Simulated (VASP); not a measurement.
# As (R-3m) in VASP: further runs

As is run at these levels: PBEsol; tasks: single point.

All numbers are computed with VASP 6.6.1; they aren't measurements. Logs are shortened: lines on timing, memory, paths and dates and some standing lists are left out, and cuts for length are marked.

## (1) The cell of the first run

It takes space group R-3m (No. 166, trigonal). Conventional cell: a = 3.816 Å, b = 3.816 Å, c = 10.300 Å, α = 90.00°, β = 90.00°, γ = 120.00°. As (site symmetry 3m) has 6 As at 2.54 to 3.10 Å within 3.3 Å.

## (2) Single point, PBEsol (strain +0.015 along x and y, -0.015 along z)

INCAR reads:

```
  PREC = Accurate
  ENCUT = 520
  EDIFF = 1E-7
  ISMEAR = 0
  SIGMA = 0.15
  LREAL = False
  LASPH = True
  NELM = 100
  ALGO = Normal
  ISIF = 2
  LWAVE = False
  LCHARG = False
  GGA = PS
  NBANDS = 12
```

KPOINTS reads:

```
regular mesh
0
Gamma
  18 18 18
```

POSCAR reads:

```
As
1.0
    1.9079456994      1.1015529631      3.4334834500
   -1.9079456994      1.1015529631      3.4334834500
    0.0000000000     -2.2031059263      3.4334834500
As
2
Direct
    0.2275400000      0.2275400000      0.2275400000
    0.7724600000      0.7724600000      0.7724600000
```

Potentials or basis: VASP PAW PBE potentials, release 64 (As).

Command:

```sh
$ cat potpaw_PBE.64/As/POTCAR > POTCAR
$ mpirun -np 1 vasp_std > vasp.out
```

OUTCAR:

```text
PREC = Accurate
   ENCUT = 520
   EDIFF = 1E-7
   ISMEAR = 0
   LREAL = False
   LASPH = True
   NELM = 100
   ISIF = 2
   GGA = PS

 ion  position               nearest neighbor table
   1  0.228  0.228  0.228-   2 2.54   2 2.54   2 2.54
   2  0.772  0.772  0.772-   1 2.54   1 2.54   1 2.54

  LATTYP: Found a trigonal (rhomboedric) cell.
 ALAT       =     4.0795201095
 COS(alpha) =     0.5625344485

  Lattice vectors:

 A1 = (   1.9079456994,   1.1015529631,   3.4334834500)
 A2 = (  -1.9079456994,   1.1015529631,   3.4334834500)
 A3 = (   0.0000000000,  -2.2031059263,   3.4334834500)

Analysis of symmetry for initial positions (statically):
=====================================================================
 Subroutine PRICEL returns:
 Original cell was already a primitive cell.

 Routine SETGRP: Setting up the symmetry group for a
 trigonal (rhombohedral) supercell.

 Subroutine GETGRP returns: Found 12 space group operations
 (whereof 12 operations were pure point group operations)
 out of a pool of 12 trial point group operations.

The static configuration has the point symmetry D_3d.

Analysis of symmetry for dynamics (positions and initial velocities):
=====================================================================
 Subroutine PRICEL returns:
 Original cell was already a primitive cell.

 Routine SETGRP: Setting up the symmetry group for a
 trigonal (rhombohedral) supercell.

 Subroutine GETGRP returns: Found 12 space group operations
 (whereof 12 operations were pure point group operations)
 out of a pool of 12 trial point group operations.

The dynamic configuration has the point symmetry D_3d.

 Subroutine INISYM returns: Found 12 space group operations
 (whereof 12 operations are pure point group operations),
 and found     1 'primitive' translations

----------------------------------------------------------------------------------------

                                     Primitive cell

  volume of cell :      43.2970

  direct lattice vectors                    reciprocal lattice vectors
     1.907945699  1.101552963  3.433483450     0.262061965  0.151301546  0.097083134
    -1.907945699  1.101552963  3.433483450    -0.262061965  0.151301546  0.097083134
     0.000000000 -2.203105926  3.433483450     0.000000000 -0.302603093  0.097083134

  length of vectors
     4.079520109  4.079520109  4.079520110     0.317795164  0.317795164  0.317795164

  position of ions in fractional coordinates (direct lattice)
[... 88 lines left out ...]
   TEBEG  =    0.0;   TEEND  =   0.0 temperature during run
   PSTRESS=    0.0 pullay stress
   NELECT =      10.0000    total number of electrons
   NUPDOWN=      -1.0000    fix difference up-down
   EMIN   =  10.00;   EMAX   =-10.00  energy-range for DOS
   EFERMI =   0.00;   METHOD = LEGACY
   ISMEAR =     0;   SIGMA  =   0.15  broadening in eV -4-tet -1-fermi 0-gaus
   EFERMI_NEDOS =   21; number of points for ismear=-14 and -15
   IALGO  =     38    algorithm
   IMIX   =      4    mixing-type and parameters
     AMIX     =   0.40;   BMIX     =  1.00
     AMIX_MAG =   1.60;   BMIX_MAG =  1.00
  volume/ion in A,a.u.               =      21.65       146.09
  Fermi-wavevector in a.u.,A,eV,Ry     =   1.004436  1.898109 13.726806  1.008892
  Thomas-Fermi vector in A             =   2.137052
   LORBIT       =      0    0 simple, 1 ext, 2 COOP (PROOUT), +10 PAW based schemes
   GGA     = PS    functional components
   LHFCALC =     F    Hartree Fock is set to
   AEXX    =    0.0000 exact exchange contribution
   IVDW    =     0    specifies the selected vdW correction
   LEPSILON=     F    determine dielectric tensor
   LRPA    =     F    only Hartree local field effects (RPA)
 non-spin polarized calculation
 Gauss-broadening in eV      SIGMA  =   0.15
  energy-cutoff  :      520.00
  volume of cell :       43.30
 maximum number of plane-waves:      1183
   NGX = 15   NGY = 15   NGZ = 15

 number of electron      10.0000001 magnetization

 Free energy of the ion-electron system (eV)
  ---------------------------------------------------
  ext. energy  EPLUGINS =         0.00000000
  ---------------------------------------------------
  free energy    TOTEN  =       -10.20415866 eV

  energy without entropy =      -10.20149182  energy(sigma->0) =      -10.20282524

 E-fermi :   5.2452     XC(G=0): -10.0974

 val. band max:        5.2366799911   @ k =  -0.4444   0.5000   0.4444
 cond. band min:       5.2595072305   @ k =   0.5000   0.0556   0.0000
 fundamental gap:      0.0228272394
 Fermi energy:         5.2452493472

 k-point     1 :       0.0000    0.0000    0.0000
  band No.  band energies     occupation
      1      -9.6780      2.00000
      2      -0.4972      2.00000
      3       3.0036      2.00000
      4       3.1647      2.00000
      5       3.1647      2.00000
      6       6.9970      0.00000
      7       8.1964      0.00000
      8       8.1964      0.00000
      9      11.8476      0.00000
     10      11.8476      0.00000
     11      12.3746      0.00000
     12      13.8484      0.00000
[... 331 lines left out ...]
 k-point    24 :      -0.2222    0.0556   -0.0000
  band No.  band energies     occupation
      1      -8.8757      2.00000
      2      -2.8074      2.00000
      3       2.4005      2.00000
      4       3.0870      2.00000
      5       3.7657      2.00000
      6       6.4307      0.00000
      7       6.8610      0.00000
      8       7.8192      0.00000
      9      10.9299      0.00000
     10      11.9392      0.00000
     11      13.0964      0.00000
     12      16.3184      0.00000

 [... further k-points ...]

------------------------ aborting loop because EDIFF is reached ----------------------------------------

  FORCE on cell =-STRESS in cart. coord.  units (eV):
  Direction    XX          YY          ZZ          XY          YZ          ZX
  --------------------------------------------------------------------------------------
  -------------------------------------------------------------------------------------
  Total       -0.3798467     -0.3798467     -0.1419528      0.0000000      0.0000000      0.0000000
  in kB      -14.0559851    -14.0559851     -5.2528724      0.0000000      0.0000000      0.0000000
  external PRESSURE =     -11.1216142 kB  Pullay stress =       0.0000000 kB

 VOLUME and BASIS-vectors are now :
 -----------------------------------------------------------------------------
  energy-cutoff  :      520.00
  volume of cell :       43.30
      direct lattice vectors                 reciprocal lattice vectors
     1.907945699  1.101552963  3.433483450     0.262061965  0.151301546  0.097083134
    -1.907945699  1.101552963  3.433483450    -0.262061965  0.151301546  0.097083134
     0.000000000 -2.203105926  3.433483450     0.000000000 -0.302603093  0.097083134

 POSITION                                       TOTAL-FORCE (eV/Angst)
 -----------------------------------------------------------------------------------
      0.00000     -0.00000      2.34376         0.000000     -0.000000      0.205363
      0.00000     -0.00000      7.95669         0.000000      0.000000     -0.205363
 -----------------------------------------------------------------------------------
    total drift:                               -0.000000      0.000000     -0.000000

  FREE ENERGIE OF THE ION-ELECTRON SYSTEM (eV)
  ---------------------------------------------------
  free  energy   TOTEN  =       -10.2041586634 eV

  energy  without entropy=      -10.2014918201  energy(sigma->0) =      -10.20282524
```

Wall time 8.1 min (1 thread of AMD EPYC 7R13, shared host); peak memory 0.34 GiB.

Results:

```yaml
Free_energy: -10.2042 eV
Pressure: -1.1 GPa
Largest_force: 0.205 eV/Å
Band_gap_on_the_k_mesh: zero (bands 5 and 6 overlap by 0.32 eV)
```

Forces on the atoms (eV/Å):
```
As   0.000  0.000  0.205
As   0.000  0.000 -0.205
```

Levels at points of the mesh, in eV from the Fermi level:
| k point | band 3 | band 4 | band 5 | band 6 | band 7 | band 8 |
| --- | --- | --- | --- | --- | --- | --- |
| (0.00, 0.00, 0.00) | -2.24 | -2.08 | -2.08 | 1.75 | 2.95 | 2.95 |
| (0.50, 0.00, 0.00) | -2.72 | -2.48 | -0.39 | -0.30 | 0.43 | 1.19 |
| (0.50, 0.50, 0.00) | -6.03 | -4.19 | -4.13 | 1.46 | 5.53 | 6.73 |
| (0.50, 0.50, 0.50) | -1.80 | -1.80 | -0.88 | 0.54 | 0.54 | 1.64 |

Caveat: the cell differs from its parent crystal (strain +0.015 along x and y, -0.015 along z); the PAW data sets were made with another functional, which shifts forces and pressure a little.

## (3) Single point, PBEsol (strain +0.000 along x and y, +0.030 along z)

INCAR reads:

```
SYSTEM = As
  PREC = Accurate
  ENCUT = 520
  EDIFF = 1E-6
  ISMEAR = 0
  SIGMA = 0.15
  LREAL = .False.
  LASPH = .True.
  NELM = 80
  ALGO = Normal
  ISIF = 2
  LWAVE = .False.
  LCHARG = .False.
  GGA = PS
  NBANDS = 12
```

KPOINTS reads:

```
Automatic mesh
0
Gamma
  18 18 18
  0 0 0
```

POSCAR reads:

```
As
1.0
    1.8797494575      1.0852738553      3.5903431000
   -1.8797494575      1.0852738553      3.5903431000
    0.0000000000     -2.1705477106      3.5903431000
As
2
Direct
    0.2275400000      0.2275400000      0.2275400000
    0.7724600000      0.7724600000      0.7724600000
```

Potentials or basis: VASP PAW PBE potentials, release 64 (As).

Command:

```sh
$ cat potpaw_PBE.64/As/POTCAR > POTCAR
$ mpirun -np 1 vasp_std > vasp.out
```

Run time: 6.4 min. Hardware: 1 thread of AMD EPYC 7R13, shared host; peak memory 0.35 GiB.

The run converged. Its results:

* Free energy: -10.1942 eV
* Pressure: -1.2 GPa
* Largest force: 0.057 eV/Å
* Band gap on the k mesh: zero (bands 5 and 6 overlap by 0.61 eV)

Forces in eV/Å, atoms in the order of the input:
```
As   0.000  0.000 -0.057
As   0.000  0.000  0.057
```

Stress tensor (GPa, compression positive):
```
-0.71  0.00  0.00
 0.00 -0.71  0.00
 0.00  0.00 -2.32
```

Levels at points of the mesh, in eV from the Fermi level:
```
           k point  band 1  band 2  band 3  band 4  band 5  band 6  band 7  band 8  band 9  band 10
(0.00, 0.00, 0.00)  -14.96   -6.10   -2.77   -1.91   -1.91    1.65    2.80    2.80    6.80     6.80
(0.50, 0.00, 0.00)  -12.26  -11.07   -2.95   -2.76   -0.54   -0.41    0.04    1.24    8.55     8.57
(0.50, 0.50, 0.00)  -12.25   -9.74   -6.03   -4.32   -4.00    1.45    5.14    6.53    6.82    10.35
(0.50, 0.50, 0.50)  -13.74  -10.12   -1.64   -1.64   -0.55    0.77    0.77    1.70    7.74    10.20
```

Caveat: the cell differs from its parent crystal (strain +0.000 along x and y, +0.030 along z); the PAW data sets were made with another functional, which shifts forces and pressure a little.

## (4) Single point, PBEsol (strain +0.030 along x and y, -0.030 along z)

INCAR reads:

```
SYSTEM = As
ALGO     = Normal         ! electronic algorithm
EDIFF    = 1E-6           ! SCF threshold, eV
ENCUT    = 520            ! plane-wave cutoff, eV
GGA      = PS             ! functional
ISIF     = 2              ! what is computed and relaxed
ISMEAR   = 0              ! smearing method
LASPH    = .True.         ! aspherical terms in the spheres
LCHARG   = .False.        ! write CHGCAR
LREAL    = .False.        ! projectors in reciprocal space
LWAVE    = .False.        ! write WAVECAR
NBANDS   = 12             ! bands
NELM     = 100            ! most SCF steps
PREC     = Accurate       ! precision mode
SIGMA    = 0.15           ! smearing width, eV
```

KPOINTS reads:

```
k-points
0
Gamma
  18 18 18
  0 0 0
```

POSCAR reads:

```
As
1.0
    1.9361419412      1.1178320710      3.3811969000
   -1.9361419412      1.1178320710      3.3811969000
    0.0000000000     -2.2356641419      3.3811969000
As
2
Direct
    0.2275400000      0.2275400000      0.2275400000
    0.7724600000      0.7724600000      0.7724600000
```

Command:

```sh
$ cat potpaw_PBE.64/As/POTCAR > POTCAR
$ mpirun -np 1 vasp_std > vasp.out
```

It took 5.3 min on 1 thread of AMD EPYC 7R13, shared host; peak memory 0.35 GiB.

Results (log left out):

```yaml
Free_energy: -10.1867 eV
Pressure: -2.6 GPa
Largest_force: 0.183 eV/Å
Band_gap_on_the_k_mesh: zero (bands 5 and 6 overlap by 0.19 eV)
```

Forces on the atoms (eV/Å):
```
As   0.000  0.000  0.183
As   0.000  0.000 -0.183
```

Stress tensor (GPa, compression positive):
```
-3.58  0.00  0.00
 0.00 -3.58  0.00
 0.00  0.00 -0.65
```

Levels at points of the mesh, in eV from the Fermi level:
| k point | band 3 | band 4 | band 5 | band 6 | band 7 | band 8 |
| --- | --- | --- | --- | --- | --- | --- |
| (0.00, 0.00, 0.00) | -2.07 | -2.07 | -1.88 | 1.87 | 3.03 | 3.03 |
| (0.50, 0.00, 0.00) | -2.58 | -2.15 | -0.35 | -0.20 | 0.71 | 1.21 |
| (0.50, 0.50, 0.00) | -5.88 | -4.14 | -3.88 | 1.57 | 5.61 | 6.72 |
| (0.50, 0.50, 0.50) | -1.79 | -1.79 | -1.05 | 0.48 | 0.48 | 1.54 |

Caveat: the cell differs from its parent crystal (strain +0.030 along x and y, -0.030 along z); the PAW data sets were made with another functional, which shifts forces and pressure a little.

## (5) Overview

```tsv
cell	gap on the mesh (eV)	pressure (GPa)	largest force (eV/Å)
a = 4.080 Å, angles 55.8°, 2 atoms	none	-1.1	0.21
a = 4.195 Å, angles 53.2°, 2 atoms	none	-1.2	0.06
a = 4.053 Å, angles 57.1°, 2 atoms	none	-2.6	0.18
```

Alike in all rows: task single point; level PBEsol; potentials or basis VASP PAW PBE potentials, release 64 (As); no spin polarisation; k mesh 18 × 18 × 18; cutoff (eV) 520; smearing gaussian 0.15 eV.

Caveats: the PAW data sets were made with another functional, which shifts forces and pressure a little.

Total energies depend on the potentials used, so only differences within one code and one set of settings carry meaning.
